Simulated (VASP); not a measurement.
# CuAu (P4/mmm) in VASP: further runs

CuAu is run at these levels: PBE; tasks: single point.

Program: VASP 6.6.1. These are calculated values, not measurements. Logs are shortened: lines on timing, memory, paths and dates and some standing lists are left out, and cuts for length are marked.

## (1) The cell of the first run

It takes space group P4/mmm (No. 123, tetragonal). Conventional cell: a = 2.856 Å, b = 2.856 Å, c = 3.670 Å, α = 90.00°, β = 90.00°, γ = 90.00°. Within 3.6 Å of Cu (site symmetry 4/mmm) lie 8 Au at 2.73 Å and 4 Cu at 2.86 Å. Within 3.6 Å of Au (site symmetry 4/mmm) lie 8 Cu at 2.73 Å and 4 Au at 2.86 Å.

## (2) Single point, PBE (strain +0.0200 x Voigt [1, 1, 0, 0, 0, 0])

Contents of INCAR:

```
SYSTEM = CuAu
PREC = Accurate
ENCUT = 520
EDIFF = 1E-6
ISMEAR = 0
SIGMA = 0.15
LREAL = .False.
LASPH = .True.
NELM = 60
ALGO = Fast
ISIF = 2
LWAVE = .False.
LCHARG = .False.
GGA = PE
NBANDS = 18
```

Contents of KPOINTS:

```
regular mesh
0
Gamma
  18 18 14
  0 0 0
```

Contents of POSCAR:

```
CuAu
1.0
    2.8560000000      0.0000000000      0.0000000000
    0.0000000000      2.8560000000      0.0000000000
    0.0000000000      0.0000000000      3.6700000000
Cu Au
1 1
Direct
    0.5000000000      0.5000000000      0.5000000000
    0.0000000000      0.0000000000      0.0000000000
```

Potentials or basis: VASP PAW PBE potentials, release 64 (Cu, Au).

Launch:

```
$ cat potpaw_PBE.64/Cu/POTCAR potpaw_PBE.64/Au/POTCAR > POTCAR
$ mpirun -np 1 vasp_std > vasp.out
```

OUTCAR:

```text
SYSTEM = CuAu
   PREC = Accurate
   ENCUT = 520
   EDIFF = 1E-6
   ISMEAR = 0
   LREAL = .False.
   LASPH = .True.
   NELM = 60
   ISIF = 2
   GGA = PE

 ion  position               nearest neighbor table
   1  0.500  0.500  0.500-   2 2.73   2 2.73   2 2.73   2 2.73   2 2.73   2 2.73   2 2.73   2 2.73

   2  0.000  0.000  0.000-   1 2.73   1 2.73   1 2.73   1 2.73   1 2.73   1 2.73   1 2.73   1 2.73

  LATTYP: Found a simple tetragonal cell.
 ALAT       =     2.8560000000
 C/A-ratio  =     1.2850140056

  Lattice vectors:

 A1 = (   2.8560000000,   0.0000000000,   0.0000000000)
 A2 = (   0.0000000000,   2.8560000000,   0.0000000000)
 A3 = (   0.0000000000,   0.0000000000,   3.6700000000)

Analysis of symmetry for initial positions (statically):
=====================================================================
 Subroutine PRICEL returns:
 Original cell was already a primitive cell.

 Routine SETGRP: Setting up the symmetry group for a
 simple tetragonal supercell.

 Subroutine GETGRP returns: Found 16 space group operations
 (whereof 16 operations were pure point group operations)
 out of a pool of 16 trial point group operations.

The static configuration has the point symmetry D_4h.

Analysis of symmetry for dynamics (positions and initial velocities):
=====================================================================
 Subroutine PRICEL returns:
 Original cell was already a primitive cell.

 Routine SETGRP: Setting up the symmetry group for a
 simple tetragonal supercell.

 Subroutine GETGRP returns: Found 16 space group operations
 (whereof 16 operations were pure point group operations)
 out of a pool of 16 trial point group operations.

The dynamic configuration has the point symmetry D_4h.

 Subroutine INISYM returns: Found 16 space group operations
 (whereof 16 operations are pure point group operations),
 and found     1 'primitive' translations

----------------------------------------------------------------------------------------

                                     Primitive cell

  volume of cell :      29.9352

  direct lattice vectors                    reciprocal lattice vectors
     2.856000000  0.000000000  0.000000000     0.350140056  0.000000000  0.000000000
     0.000000000  2.856000000  0.000000000     0.000000000  0.350140056  0.000000000
     0.000000000  0.000000000  3.670000000     0.000000000  0.000000000  0.272479564

  length of vectors
     2.856000000  2.856000000  3.670000000     0.350140056  0.350140056  0.272479564

  position of ions in fractional coordinates (direct lattice)
     0.500000000  0.500000000  0.500000000
     0.000000000  0.000000000  0.000000000

  ion indices of the primitive-cell ions
   primitive index   ion index
                 1           1
                 2           2

----------------------------------------------------------------------------------------

 KPOINTS: regular mesh

Automatic generation of k-mesh.
 Grid dimensions read from file:
 generate k-points for:   18   18   14

 Generating k-lattice:

  Cartesian coordinates                     Fractional coordinates (reciprocal lattice)
     0.019452225  0.000000000  0.000000000     0.055555556  0.000000000  0.000000000
     0.000000000  0.019452225  0.000000000     0.000000000  0.055555556  0.000000000
     0.000000000  0.000000000  0.019462826     0.000000000  0.000000000  0.071428571

  Length of vectors
     0.019452225  0.019452225  0.019462826

  Shift w.r.t. Gamma in fractional coordinates (k-lattice)
     0.000000000  0.000000000  0.000000000

 Subroutine IBZKPT returns following result:
 ===========================================

 Found    440 irreducible k-points:

 Following reciprocal coordinates:
            Coordinates               Weight
  0.000000  0.000000  0.000000      1.000000
  0.055556  0.000000  0.000000      4.000000
  0.111111  0.000000  0.000000      4.000000
  0.166667  0.000000  0.000000      4.000000
  0.222222  0.000000  0.000000      4.000000
  0.277778  0.000000  0.000000      4.000000
[... 16 lines left out ...]
  0.277778  0.111111  0.000000      8.000000
  0.333333  0.111111  0.000000      8.000000
 [... further k-points ...]
   k-points           NKPTS =    440   k-points in BZ     NKDIM =    440   number of bands    NBANDS=     18
   number of dos      NEDOS =    301   number of ions     NIONS =      2
   total plane-waves  NPLWV =  16128
   dimension x,y,z NGX =    24 NGY =   24 NGZ =   28
   dimension x,y,z NGXF=    48 NGYF=   48 NGZF=   56
   ions per type =               1   1
   NGX,Y,Z   is equivalent  to a cutoff of  13.97, 13.97, 12.68 a.u.
   NGXF,Y,Z  is equivalent  to a cutoff of  27.94, 27.94, 25.37 a.u.
 SYSTEM =  CuAu
   PREC   = accura    normal or accurate (medium, high low for compatibility)
   ISTART =      0    job   : 0-new  1-cont  2-samecut
   ICHARG =      2    charge: 1-file 2-atom 10-const
   ISPIN  =      1    spin polarized calculation?
   LNONCOLLINEAR =      F non collinear calculations
   LSORBIT =      F    spin-orbit coupling
   LASPH  =      T    aspherical Exc in radial PAW
   ENCUT  =  520.0 eV  38.22 Ry    6.18 a.u.   5.31  5.31  6.82*2*pi/ulx,y,z
   NELM   =     60;   NELMIN=  2; NELMDL= -5     # of ELM steps
   EDIFF  = 0.1E-05   stopping-criterion for ELM
   LREAL  =      F    real-space projection
   EDIFFG = 0.1E-04   stopping-criterion for IOM
   NSW    =      0    number of steps for IOM
   IBRION =     -1    ionic relax: 0-MD 1-quasi-New 2-CG
   NFREE  =      0    steps in history (QN), initial steepest desc. (CG)
   ISIF   =      2    stress and relaxation
   ISYM   =      2    0-nonsym 1-usesym 2-fastsym
   POTIM  = 0.5000    time-step for ionic-motion
   TEBEG  =    0.0;   TEEND  =   0.0 temperature during run
   PSTRESS=    0.0 pullay stress
   NELECT =      22.0000    total number of electrons
   NUPDOWN=      -1.0000    fix difference up-down
   EMIN   =  10.00;   EMAX   =-10.00  energy-range for DOS
   EFERMI =   0.00;   METHOD = LEGACY
   ISMEAR =     0;   SIGMA  =   0.15  broadening in eV -4-tet -1-fermi 0-gaus
   EFERMI_NEDOS =   21; number of points for ismear=-14 and -15
   IALGO  =     68    algorithm
   IMIX   =      4    mixing-type and parameters
     AMIX     =   0.40;   BMIX     =  1.00
     AMIX_MAG =   1.60;   BMIX_MAG =  1.00
  volume/ion in A,a.u.               =      14.97       101.01
  Fermi-wavevector in a.u.,A,eV,Ry     =   1.477366  2.791818 29.696234  2.182612
  Thomas-Fermi vector in A             =   2.591779
   LORBIT       =      0    0 simple, 1 ext, 2 COOP (PROOUT), +10 PAW based schemes
   GGA     = PE    functional components
   LHFCALC =     F    Hartree Fock is set to
   AEXX    =    0.0000 exact exchange contribution
   IVDW    =     0    specifies the selected vdW correction
   LEPSILON=     F    determine dielectric tensor
   LRPA    =     F    only Hartree local field effects (RPA)
 non-spin polarized calculation
 RMM-DIIS sequential band-by-band and
 Gauss-broadening in eV      SIGMA  =   0.15
  energy-cutoff  :      520.00
  volume of cell :       29.94
 maximum number of plane-waves:       832
 NGX is ok and might be reduce to    24
   NGX = 11   NGY = 11   NGZ = 13

 number of electron      22.0000001 magnetization

 Free energy of the ion-electron system (eV)
  ---------------------------------------------------
  ext. energy  EPLUGINS =         0.00000000
  ---------------------------------------------------
  free energy    TOTEN  =        -7.06849880 eV

  energy without entropy =       -7.06169673  energy(sigma->0) =       -7.06509776

 E-fermi :   8.3419     XC(G=0): -12.5007

 val. band max:        8.3379420189   @ k =   0.1111   0.1111   0.2857
 cond. band min:       8.3568225276   @ k =   0.3889   0.2778   0.3571
 fundamental gap:      0.0188805086
 Fermi energy:         8.3418554885

 k-point     1 :       0.0000    0.0000    0.0000
  band No.  band energies     occupation
      1      -1.1793      2.00000
      2       1.9850      2.00000
      3       2.1221      2.00000
      4       4.3482      2.00000
      5       4.3482      2.00000
      6       5.3112      2.00000
[... 10 lines left out ...]
     17      24.6236      0.00000
     18      25.7375      0.00000

 k-point     2 :       0.0556    0.0000    0.0000
  band No.  band energies     occupation
      1      -1.1098      2.00000
      2       2.0207      2.00000
      3       2.1586      2.00000
      4       4.3094      2.00000
      5       4.3641      2.00000
      6       5.2828      2.00000
[... 10 lines left out ...]
     17      25.1783      0.00000
     18      25.7666      0.00000

 k-point     3 :       0.1111    0.0000    0.0000
  band No.  band energies     occupation
      1      -0.9049      2.00000
      2       2.1080      2.00000
      3       2.2840      2.00000
      4       4.1960      2.00000
      5       4.4113      2.00000
      6       5.2001      2.00000
[... 10 lines left out ...]
     17      25.7899      0.00000
     18      26.6146      0.00000

 k-point     4 :       0.1667    0.0000    0.0000
  band No.  band energies     occupation
      1      -0.5758      2.00000
      2       2.2205      2.00000
      3       2.5109      2.00000
      4       4.0184      2.00000
      5       4.4873      2.00000
      6       5.0706      2.00000
[... 375 lines left out ...]
      4       3.7687      2.00000
      5       4.3781      2.00000
      6       4.7293      2.00000
[... 10 lines left out ...]
     17      25.1124      0.00000
     18      27.4737      0.00000

 k-point    23 :       0.2778    0.1111    0.0000
  band No.  band energies     occupation
      1       0.6219      2.00000
      2       2.7002      2.00000
      3       3.1788      2.00000
      4       3.5324      2.00000
      5       4.4055      2.00000
      6       4.5809      2.00000
[... 10 lines left out ...]
     17      23.9443      0.00000
     18      26.4116      0.00000

 k-point    24 :       0.3333    0.1111    0.0000
  band No.  band energies     occupation
      1       1.1467      2.00000
      2       2.8556      2.00000
      3       3.3140      2.00000
      4       3.3949      2.00000
      5       4.4241      2.00000
      6       4.5400      2.00000
[... 10 lines left out ...]
     17      22.6926      0.00000
     18      25.2131      0.00000

 [... further k-points ...]
[... 5 lines left out ...]
  --------------------------------------------------------------------------------------
  -------------------------------------------------------------------------------------
  Total        0.1101059      0.1101059      0.0498537      0.0000000      0.0000000     -0.0000000
  in kB        5.8930298      5.8930298      2.6682461      0.0000000      0.0000000     -0.0000000
  external PRESSURE =       4.8181019 kB  Pullay stress =       0.0000000 kB

 VOLUME and BASIS-vectors are now :
 -----------------------------------------------------------------------------
  energy-cutoff  :      520.00
  volume of cell :       29.94
      direct lattice vectors                 reciprocal lattice vectors
     2.856000000  0.000000000  0.000000000     0.350140056  0.000000000  0.000000000
     0.000000000  2.856000000  0.000000000     0.000000000  0.350140056  0.000000000
     0.000000000  0.000000000  3.670000000     0.000000000  0.000000000  0.272479564

 POSITION                                       TOTAL-FORCE (eV/Angst)
 -----------------------------------------------------------------------------------
      1.42800      1.42800      1.83500         0.000000      0.000000      0.000000
      0.00000      0.00000      0.00000         0.000000      0.000000      0.000000
 -----------------------------------------------------------------------------------
    total drift:                                0.000000      0.000000     -0.000000

  FREE ENERGIE OF THE ION-ELECTRON SYSTEM (eV)
  ---------------------------------------------------
  free  energy   TOTEN  =        -7.0684988002 eV

  energy  without entropy=       -7.0616967263  energy(sigma->0) =       -7.06509776
```

Wall time 78 s (1 thread of Intel Xeon 6975P-C (Granite Rapids), shared host); peak memory 0.35 GiB.

What came out:

```yaml
Free_energy: -7.0685 eV
Pressure: 0.5 GPa
Band_gap_on_the_k_mesh: zero (band 11 reaches 13.49 eV, above the bottom of band 12 at 6.37 eV)
```

Stress tensor (GPa, compression positive):
```
0.59 0.00 0.00
0.00 0.59 0.00
0.00 0.00 0.27
```

Caveat: the cell differs from its parent crystal (strain +0.0200 x Voigt [1, 1, 0, 0, 0, 0]); spin-orbit coupling is left out, which moves the levels of the heavy elements.

## (3) Single point, PBE (strain +0.0350 x Voigt [1, 1, 0, 0, 0, 0])

Contents of INCAR:

```
SYSTEM = CuAu
  PREC = Accurate
  ENCUT = 520
  EDIFF = 1E-6
  ISMEAR = 0
  SIGMA = 0.15
  LREAL = .False.
  LASPH = .True.
  NELM = 100
  ALGO = Fast
  ISIF = 2
  LWAVE = .False.
  LCHARG = .False.
  GGA = PE
  NBANDS = 18
```

KPOINTS is that of step 2.

Contents of POSCAR:

```
CuAu
1.0
    2.8980000000      0.0000000000      0.0000000000
    0.0000000000      2.8980000000      0.0000000000
    0.0000000000      0.0000000000      3.6700000000
Cu Au
1 1
Direct
    0.5000000000      0.5000000000      0.5000000000
    0.0000000000      0.0000000000      0.0000000000
```

Potentials or basis: VASP PAW PBE potentials, release 64 (Cu, Au).

Launch:

```
$ cat potpaw_PBE.64/Cu/POTCAR potpaw_PBE.64/Au/POTCAR > POTCAR
$ mpirun -np 1 vasp_std > vasp.out
```

It took 93 s on 1 thread of Intel Xeon 6975P-C (Granite Rapids), shared host; peak memory 0.35 GiB.

Results (log left out):

```yaml
Free_energy: -7.0604 eV
Pressure: -3.5 GPa
Band_gap_on_the_k_mesh: zero (band 11 reaches 12.89 eV, above the bottom of band 12 at 5.99 eV)
```

Stress tensor (GPa, compression positive):
```
-3.53  0.00  0.00
 0.00 -3.53  0.00
 0.00  0.00 -3.39
```

Levels at points of the mesh, in eV from the Fermi level:
| k point | band 9 | band 10 | band 11 | band 12 | band 13 | band 14 |
| --- | --- | --- | --- | --- | --- | --- |
| (0.00, 0.00, 0.00) | -1.65 | -1.46 | -1.46 | 2.64 | 8.11 | 9.36 |
| (0.50, 0.00, 0.00) | -2.30 | -2.11 | -0.94 | -0.44 | 9.54 | 9.58 |
| (0.50, 0.50, 0.00) | -1.34 | -1.34 | 0.60 | 0.60 | 4.42 | 6.18 |
| (0.00, 0.00, 0.50) | -2.24 | -2.24 | -2.15 | -1.93 | 13.86 | 13.93 |
| (0.50, 0.00, 0.50) | -1.53 | -1.50 | -0.82 | -0.82 | 2.34 | 4.13 |
| (0.50, 0.50, 0.50) | -1.81 | -1.63 | 4.96 | 5.33 | 5.33 | 5.41 |

Caveat: the cell differs from its parent crystal (strain +0.0350 x Voigt [1, 1, 0, 0, 0, 0]); spin-orbit coupling is left out, which moves the levels of the heavy elements.

(Continued in part 2 of 2.)
